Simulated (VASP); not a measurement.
# CrSiB3 (Pm-3m) in VASP: further runs

The runs below take CrSiB3 through single point, relaxation of cell and atoms, with PBE.

All numbers are computed with VASP 6.6.1; they aren't measurements. Logs are shortened: lines on timing, memory, paths and dates and some standing lists are left out, and cuts for length are marked.

## Step 1: The cell of the first run

The structure is cubic, space group Pm-3m (No. 221). The conventional cell has a = 3.747 Å, b = 3.747 Å, c = 3.747 Å, α = 90.00°, β = 90.00°, γ = 90.00°. Within 2.5 Å of Cr (site symmetry m-3m) lie 6 B at 1.87 Å. Within 3.5 Å of Si (site symmetry m-3m) lie 12 B at 2.65 Å and 8 Cr at 3.25 Å. B (site symmetry 4/mmm) has 2 Cr at 1.87 Å within 2.5 Å.

The cell was built from a structure type or drawn by symmetry, and may not be a known phase.

## Step 2: Single point, PBE, collinear spin, ferromagnetic start

INCAR reads:

```
SYSTEM = CrSiB3
PREC = Accurate
ENCUT = 520
EDIFF = 1E-6
ISMEAR = 0
SIGMA = 0.1
LREAL = .False.
LASPH = .True.
NELM = 150
ALGO = Normal
ISIF = 2
LWAVE = .False.
LCHARG = .False.
ISPIN = 2
MAGMOM = 3 0 0 0 0
LORBIT = 11
LMAXMIX = 4
GGA = PE
NBANDS = 24
```

KPOINTS reads:

```
Automatic mesh
0
Gamma
  4 4 4
  0 0 0
```

POSCAR reads:

```
CrSiB3
1.0
    3.7470040500      0.0000000000      0.0000000000
    0.0000000000      3.7470040500      0.0000000000
    0.0000000000      0.0000000000      3.7470040500
Cr Si B
1 1 3
Direct
    0.5000000000      0.5000000000      0.5000000000
    0.0000000000      0.0000000000      0.0000000000
    0.5000000000      0.0000000000      0.5000000000
    0.0000000000      0.5000000000      0.5000000000
    0.5000000000      0.5000000000      0.0000000000
```

Potentials or basis: VASP PAW PBE potentials, release 64 (Cr_pv, Si, B).

Run with:

```console
$ cat potpaw_PBE.64/Cr_pv/POTCAR potpaw_PBE.64/Si/POTCAR potpaw_PBE.64/B/POTCAR > POTCAR
$ mpirun -np 1 vasp_std > vasp.out
```

OUTCAR:

```text
SYSTEM = CrSiB3
   PREC = Accurate
   ENCUT = 520
   EDIFF = 1E-6
   ISMEAR = 0
   LREAL = .False.
   LASPH = .True.
   NELM = 150
   ISIF = 2
   ISPIN = 2
   LORBIT = 11
   GGA = PE

 ion  position               nearest neighbor table
   1  0.500  0.500  0.500-   3 1.87   4 1.87   5 1.87   5 1.87   3 1.87   4 1.87
   2  0.000  0.000  0.000-   3 2.65   4 2.65   5 2.65   3 2.65   4 2.65   4 2.65   5 2.65   4 2.65
                             3 2.65   5 2.65   3 2.65   5 2.65
   3  0.500  0.000  0.500-   1 1.87   1 1.87   2 2.65   2 2.65   2 2.65   2 2.65
   4  0.000  0.500  0.500-   1 1.87   1 1.87   2 2.65   2 2.65   2 2.65   2 2.65
   5  0.500  0.500  0.000-   1 1.87   1 1.87   2 2.65   2 2.65   2 2.65   2 2.65

  LATTYP: Found a simple cubic cell.
 ALAT       =     3.7470040500

  Lattice vectors:

 A1 = (   3.7470040500,   0.0000000000,   0.0000000000)
 A2 = (   0.0000000000,   3.7470040500,   0.0000000000)
 A3 = (   0.0000000000,   0.0000000000,   3.7470040500)

Analysis of symmetry for initial positions (statically):
=====================================================================
 Subroutine PRICEL returns:
 Original cell was already a primitive cell.

 Routine SETGRP: Setting up the symmetry group for a
 simple cubic supercell.

 Subroutine GETGRP returns: Found 48 space group operations
 (whereof 48 operations were pure point group operations)
 out of a pool of 48 trial point group operations.

The static configuration has the point symmetry O_h .

Analysis of symmetry for dynamics (positions and initial velocities):
=====================================================================
 Subroutine PRICEL returns:
 Original cell was already a primitive cell.

 Routine SETGRP: Setting up the symmetry group for a
 simple cubic supercell.

 Subroutine GETGRP returns: Found 48 space group operations
 (whereof 48 operations were pure point group operations)
 out of a pool of 48 trial point group operations.

The dynamic configuration has the point symmetry O_h .

Analysis of structural, dynamic, and magnetic symmetry:
=====================================================================
 Subroutine PRICEL returns:
 Original cell was already a primitive cell.

 Routine SETGRP: Setting up the symmetry group for a
 simple cubic supercell.

 Subroutine GETGRP returns: Found 48 space group operations
 (whereof 48 operations were pure point group operations)
 out of a pool of 48 trial point group operations.

The overall configuration has the point symmetry O_h .

 Subroutine INISYM returns: Found 48 space group operations
 (whereof 48 operations are pure point group operations),
 and found     1 'primitive' translations

----------------------------------------------------------------------------------------

                                     Primitive cell

  volume of cell :      52.6081

  direct lattice vectors                    reciprocal lattice vectors
     3.747004050  0.000000000  0.000000000     0.266879882  0.000000000  0.000000000
     0.000000000  3.747004050  0.000000000     0.000000000  0.266879882  0.000000000
     0.000000000  0.000000000  3.747004050     0.000000000  0.000000000  0.266879882

  length of vectors
     3.747004050  3.747004050  3.747004050     0.266879882  0.266879882  0.266879882

  position of ions in fractional coordinates (direct lattice)
     0.500000000  0.500000000  0.500000000
     0.000000000  0.000000000  0.000000000
     0.500000000  0.000000000  0.500000000
     0.000000000  0.500000000  0.500000000
     0.500000000  0.500000000  0.000000000

  ion indices of the primitive-cell ions
   primitive index   ion index
                 1           1
                 2           2
                 3           3
                 4           4
                 5           5

[... 23 lines left out ...]

 Found     10 irreducible k-points:

 Following reciprocal coordinates:
            Coordinates               Weight
  0.000000  0.000000  0.000000      1.000000
  0.250000  0.000000  0.000000      6.000000
  0.500000  0.000000  0.000000      3.000000
  0.250000  0.250000  0.000000     12.000000
  0.500000  0.250000  0.000000     12.000000
  0.500000  0.500000  0.000000      3.000000
  0.250000  0.250000  0.250000      8.000000
  0.500000  0.250000  0.250000     12.000000
  0.500000  0.500000  0.250000      6.000000
  0.500000  0.500000  0.500000      1.000000
   k-points           NKPTS =     10   k-points in BZ     NKDIM =     10   number of bands    NBANDS=     24
   number of dos      NEDOS =    301   number of ions     NIONS =      5
   total plane-waves  NPLWV =  21952
   dimension x,y,z NGX =    28 NGY =   28 NGZ =   28
   dimension x,y,z NGXF=    56 NGYF=   56 NGZF=   56
   ions per type =               1   1   3
   NGX,Y,Z   is equivalent  to a cutoff of  12.42, 12.42, 12.42 a.u.
   NGXF,Y,Z  is equivalent  to a cutoff of  24.85, 24.85, 24.85 a.u.
 SYSTEM =  CrSiB3
   PREC   = accura    normal or accurate (medium, high low for compatibility)
   ISTART =      0    job   : 0-new  1-cont  2-samecut
   ICHARG =      2    charge: 1-file 2-atom 10-const
   ISPIN  =      2    spin polarized calculation?
   LNONCOLLINEAR =      F non collinear calculations
   LSORBIT =      F    spin-orbit coupling
   LASPH  =      T    aspherical Exc in radial PAW
   ENCUT  =  520.0 eV  38.22 Ry    6.18 a.u.   6.97  6.97  6.97*2*pi/ulx,y,z
   NELM   =    150;   NELMIN=  2; NELMDL= -5     # of ELM steps
   EDIFF  = 0.1E-05   stopping-criterion for ELM
   LREAL  =      F    real-space projection
   EDIFFG = 0.1E-04   stopping-criterion for IOM
   NSW    =      0    number of steps for IOM
   IBRION =     -1    ionic relax: 0-MD 1-quasi-New 2-CG
   NFREE  =      0    steps in history (QN), initial steepest desc. (CG)
   ISIF   =      2    stress and relaxation
   ISYM   =      2    0-nonsym 1-usesym 2-fastsym
   POTIM  = 0.5000    time-step for ionic-motion
   TEBEG  =    0.0;   TEEND  =   0.0 temperature during run
   PSTRESS=    0.0 pullay stress
   NELECT =      25.0000    total number of electrons
   NUPDOWN=      -1.0000    fix difference up-down
   EMIN   =  10.00;   EMAX   =-10.00  energy-range for DOS
   EFERMI =   0.00;   METHOD = LEGACY
   ISMEAR =     0;   SIGMA  =   0.10  broadening in eV -4-tet -1-fermi 0-gaus
   EFERMI_NEDOS =   21; number of points for ismear=-14 and -15
   IALGO  =     38    algorithm
   IMIX   =      4    mixing-type and parameters
     AMIX     =   0.40;   BMIX     =  1.00
     AMIX_MAG =   1.60;   BMIX_MAG =  1.00
  volume/ion in A,a.u.               =      10.52        71.00
  Fermi-wavevector in a.u.,A,eV,Ry     =   1.277529  2.414179 22.205791  1.632080
  Thomas-Fermi vector in A             =   2.410123
   LORBIT       =     11    0 simple, 1 ext, 2 COOP (PROOUT), +10 PAW based schemes
   GGA     = PE    functional components
   LHFCALC =     F    Hartree Fock is set to
   AEXX    =    0.0000 exact exchange contribution
   IVDW    =     0    specifies the selected vdW correction
   LEPSILON=     F    determine dielectric tensor
   LRPA    =     F    only Hartree local field effects (RPA)
 spin polarized calculation
 Gauss-broadening in eV      SIGMA  =   0.10
  energy-cutoff  :      520.00
  volume of cell :       52.61
 maximum number of plane-waves:      1452
 NGX is ok and might be reduce to    28
   NGX = 13   NGY = 13   NGZ = 13

 number of electron      25.0000003 magnetization       0.1204627

 Free energy of the ion-electron system (eV)
  ---------------------------------------------------
  ext. energy  EPLUGINS =         0.00000000
  ---------------------------------------------------
  free energy    TOTEN  =       -28.46316937 eV

  energy without entropy =      -28.45680627  energy(sigma->0) =      -28.45998782

 E-fermi :   7.3047     XC(G=0): -11.6042

 val. band max:        7.2944823988   @ k =   0.0000   0.0000   0.0000
 cond. band min:       7.3540565492   @ k =   0.2500   0.0000   0.0000
 fundamental gap:      0.0595741504
 Fermi energy:         7.3046937483

 spin component 1

 k-point     1 :       0.0000    0.0000    0.0000
  band No.  band energies     occupation
      1     -34.9996      1.00000
      2     -34.9996      1.00000
      3     -34.9996      1.00000
      4      -5.0706      1.00000
      5       1.8731      1.00000
      6       1.8731      1.00000
[... 259 lines left out ...]
     23      17.2816      0.00000
     24      20.0248      0.00000
 Fermi energy:         7.3046937483

 spin component 2

 k-point     1 :       0.0000    0.0000    0.0000
  band No.  band energies     occupation
      1     -34.8498      1.00000
      2     -34.8498      1.00000
      3     -34.8498      1.00000
      4      -5.0761      1.00000
      5       1.8842      1.00000
      6       1.8842      1.00000
[... 259 lines left out ...]
     23      17.2883      0.00000
     24      20.0560      0.00000

------------------------ aborting loop because EDIFF is reached ----------------------------------------

  FORCE on cell =-STRESS in cart. coord.  units (eV):
  Direction    XX          YY          ZZ          XY          YZ          ZX
  --------------------------------------------------------------------------------------
  -------------------------------------------------------------------------------------
  Total        6.8155230      6.8155230      6.8155230      0.0000000      0.0000000     -0.0000000
  in kB      207.5665097    207.5665097    207.5665097      0.0000000      0.0000000     -0.0000000
  external PRESSURE =     207.5665097 kB  Pullay stress =       0.0000000 kB

 VOLUME and BASIS-vectors are now :
 -----------------------------------------------------------------------------
  energy-cutoff  :      520.00
  volume of cell :       52.61
      direct lattice vectors                 reciprocal lattice vectors
     3.747004050  0.000000000  0.000000000     0.266879882  0.000000000  0.000000000
     0.000000000  3.747004050  0.000000000     0.000000000  0.266879882  0.000000000
     0.000000000  0.000000000  3.747004050     0.000000000  0.000000000  0.266879882

 POSITION                                       TOTAL-FORCE (eV/Angst)
 -----------------------------------------------------------------------------------
      1.87350      1.87350      1.87350         0.000000      0.000000      0.000000
      0.00000      0.00000      0.00000         0.000000      0.000000      0.000000
      1.87350      0.00000      1.87350         0.000000      0.000000      0.000000
      0.00000      1.87350      1.87350         0.000000      0.000000      0.000000
      1.87350      1.87350      0.00000         0.000000      0.000000      0.000000
 -----------------------------------------------------------------------------------
    total drift:                                0.000000      0.000000      0.000000

  FREE ENERGIE OF THE ION-ELECTRON SYSTEM (eV)
  ---------------------------------------------------
  free  energy   TOTEN  =       -28.4631693719 eV

  energy  without entropy=      -28.4568062652  energy(sigma->0) =      -28.45998782

 total charge

# of ion       s       p       d       tot
------------------------------------------
    1        0.566   6.649   4.882  12.097
    2        1.015   0.441   0.000   1.456
    3        0.790   0.968   0.000   1.758
    4        0.790   0.968   0.000   1.758
    5        0.790   0.968   0.000   1.758
--------------------------------------------------
tot          3.950   9.995   4.882  18.827

 magnetization (x)

# of ion       s       p       d       tot
------------------------------------------
    1        0.001   0.001   0.153   0.154
    2       -0.000  -0.003   0.000  -0.003
    3       -0.002  -0.006   0.000  -0.008
    4       -0.002  -0.006   0.000  -0.008
    5       -0.002  -0.006   0.000  -0.008
--------------------------------------------------
tot         -0.006  -0.020   0.153   0.127
```

Wall time 28 s (1 thread of Intel Xeon Platinum 8488C (Sapphire Rapids), shared host); peak memory 0.17 GiB.

What came out:

- Free energy: -28.4632 eV
- Pressure: 20.8 GPa
- Net moment: 0.12 μB per cell
- Site moments: Cr +0.15; Si -0.00; B -0.01 μB
- Valence electrons inside the program's atomic spheres: Cr 12.10; Si 1.46; B 1.76

Caveat: the k points lie up to 0.42 Å⁻¹ apart.

## Step 3: Single point, PBE, collinear spin, ferromagnetic start

This run uses another cell than the first one, of 11.87 Å³/atom.

INCAR reads:

```
SYSTEM = CrSiB3
ALGO = Normal
EDIFF = 1E-6
ENCUT = 520
GGA = PE
ISIF = 2
ISMEAR = 0
ISPIN = 2
LASPH = .True.
LCHARG = .True.
LELF = .True.
LMAXMIX = 4
LORBIT = 11
LREAL = .False.
LVHAR = .True.
LWAVE = .False.
MAGMOM = 3 0 0 0 0
NBANDS = 24
NELM = 150
PREC = Accurate
SIGMA = 0.1
```

KPOINTS reads:

```
k-points
0
Gamma
  4 4 4
  0 0 0
```

Edit POSCAR of step 2 so:

```diff
@@ -2,5 +2,5 @@
 1.0
-    3.7470040500      0.0000000000      0.0000000000
-    0.0000000000      3.7470040500      0.0000000000
-    0.0000000000      0.0000000000      3.7470040500
+    3.9007248087      0.0000000000      0.0000000000
+    0.0000000000      3.9007248087      0.0000000000
+    0.0000000000      0.0000000000      3.9007248087
 Cr Si B
```

Potentials or basis: VASP PAW PBE potentials, release 64 (Cr_pv, Si, B).

Run with:

```console
$ cat potpaw_PBE.64/Cr_pv/POTCAR potpaw_PBE.64/Si/POTCAR potpaw_PBE.64/B/POTCAR > POTCAR
$ mpirun -np 1 vasp_std > vasp.out
```

Wall time 38 s (1 thread of Intel Xeon Platinum 8488C (Sapphire Rapids), shared host); peak memory 0.19 GiB.

It converged, with:

* Free energy: -28.8668 eV
* Pressure: 0.2 GPa
* Net moment: 0.14 μB per cell
* Site moments: Cr +0.20; Si -0.01; B -0.01 μB
* Valence electrons inside the program's atomic spheres: Cr 11.70; Si 1.42; B 1.67

Levels at points of the mesh, in eV from the Fermi level:
Spin up:
| k point | band 9 | band 10 | band 11 | band 12 | band 13 | band 14 | band 15 | band 16 | band 17 | band 18 |
| --- | --- | --- | --- | --- | --- | --- | --- | --- | --- | --- |
| (0.00, 0.00, 0.00) | -3.32 | -2.69 | -0.19 | -0.19 | -0.19 | 2.89 | 2.89 | 2.89 | 3.33 | 3.33 |
| (0.50, 0.00, 0.00) | -2.73 | -1.99 | -1.19 | -1.19 | -0.10 | 0.40 | 2.06 | 2.06 | 2.49 | 4.28 |
| (0.50, 0.50, 0.00) | -2.65 | -1.99 | -1.99 | -1.16 | 0.92 | 0.92 | 0.95 | 1.27 | 3.73 | 3.98 |
| (0.50, 0.50, 0.50) | -5.21 | -5.21 | -4.12 | -2.62 | -2.62 | 1.56 | 1.56 | 1.56 | 5.94 | 5.94 |
Spin down:
```tsv
k point	band 9	band 10	band 11	band 12	band 13	band 14	band 15	band 16
(0.00, 0.00, 0.00)	-3.32	-2.69	0.02	0.02	0.02	2.86	2.86	2.86
(0.50, 0.00, 0.00)	-2.67	-2.01	-1.19	-1.19	0.11	0.37	2.17	2.17
(0.50, 0.50, 0.00)	-2.59	-1.89	-1.89	-1.07	0.89	0.89	0.96	1.25
(0.50, 0.50, 0.50)	-5.22	-5.22	-4.09	-2.56	-2.56	1.74	1.74	1.74
```

Caveat: the k points lie up to 0.40 Å⁻¹ apart.

## Step 4: Relaxation of cell and atoms, PBE, collinear spin, ferromagnetic start

INCAR reads:

```
SYSTEM = CrSiB3
PREC = Accurate
ENCUT = 600
EDIFF = 1E-7
ISMEAR = 0
SIGMA = 0.1
LREAL = .FALSE.
LASPH = .TRUE.
NELM = 150
ALGO = Normal
ISIF = 3
LWAVE = .FALSE.
LCHARG = .FALSE.
ISPIN = 2
MAGMOM = 3 0 0 0 0
LORBIT = 11
LMAXMIX = 4
GGA = PE
IBRION = 2
NSW = 90
EDIFFG = -0.04
```

KPOINTS reads:

```
regular mesh
0
G
  4 4 4
  0 0 0
```

Edit POSCAR of step 3 so:

```diff
@@ -2,5 +2,5 @@
 1.0
-    3.9007248087      0.0000000000      0.0000000000
-    0.0000000000      3.9007248087      0.0000000000
-    0.0000000000      0.0000000000      3.9007248087
+    3.7470040500      0.0000000000      0.0000000000
+    0.0000000000      3.7470040500      0.0000000000
+    0.0000000000      0.0000000000      3.7470040500
 Cr Si B
```

Run with:

```console
$ cat potpaw_PBE.64/Cr_pv/POTCAR potpaw_PBE.64/Si/POTCAR potpaw_PBE.64/B/POTCAR > POTCAR
$ mpirun -np 1 vasp_std > vasp.out
```

It took 2.5 min on 1 thread of Intel Xeon Platinum 8488C (Sapphire Rapids), shared host; peak memory 0.2 GiB.

Results (log left out):

```
Free energy                                           : -28.8650 eV
Relaxed volume                                        : 11.89 Å³/atom
Relaxed cell                                          : a = 3.902 Å, b = 3.902 Å, c = 3.902 Å, α = 90.00°, β = 90.00°, γ = 90.00°
Space group after relaxing (to 0.1 Å)                 : Pm-3m (No. 221)
Energy gained by relaxing                             : 79.9 meV/atom
Ionic steps                                           : 3
Pressure after relaxing                               : 0.0 GPa
Net moment                                            : 0.00 μB per cell
Valence electrons inside the program's atomic spheres : Cr 11.70; Si 1.42; B 1.67
```

The path:
```csv
step,energy change (eV),largest force (eV/Å),pressure (GPa),volume (Å³)
1,0.0000,0.0000,20.73,52.61
2,-0.2858,0.0000,-8.19,63.67
3,-0.3995,0.0000,-0.04,59.43
```

Final structure:
```yaml
crystal:
  lattice:
    - [3.90237, 0.00000, 0.00000]
    - [0.00000, 3.90237, 0.00000]
    - [0.00000, 0.00000, 3.90237]
  atoms:
    - { symbol: Cr, position: [0.50000, 0.50000, 0.50000] }
    - { symbol: Si, position: [0.00000, 0.00000, 0.00000] }
    - { symbol: B, position: [0.50000, 0.00000, 0.50000] }
    - { symbol: B, position: [0.00000, 0.50000, 0.50000] }
    - { symbol: B, position: [0.50000, 0.50000, 0.00000] }
```

Levels at points of the mesh, in eV from the Fermi level:
Spin up:
```
           k point  band 10  band 11  band 12  band 13  band 14  band 15  band 16  band 17
(0.00, 0.00, 0.00)    -2.68    -0.06    -0.06    -0.06     2.89     2.89     2.89     3.34
(0.50, 0.00, 0.00)    -1.99    -1.17    -1.17     0.03     0.41     2.13     2.13     2.51
(0.50, 0.50, 0.00)    -1.92    -1.92    -1.09     0.92     0.92     0.98     1.28     3.80
(0.50, 0.50, 0.50)    -5.19    -4.08    -2.56    -2.56     1.67     1.67     1.67     5.93
```
Spin down:
```
           k point  band 10  band 11  band 12  band 13  band 14  band 15  band 16  band 17
(0.00, 0.00, 0.00)    -2.68    -0.06    -0.06    -0.06     2.89     2.89     2.89     3.34
(0.50, 0.00, 0.00)    -1.99    -1.16    -1.16     0.03     0.41     2.13     2.13     2.51
(0.50, 0.50, 0.00)    -1.92    -1.92    -1.09     0.92     0.92     0.98     1.28     3.80
(0.50, 0.50, 0.50)    -5.19    -4.08    -2.56    -2.56     1.67     1.67     1.67     5.93
```

Caveat: the k points lie up to 0.40 Å⁻¹ apart in the final cell.

[end of part 1 of 2]
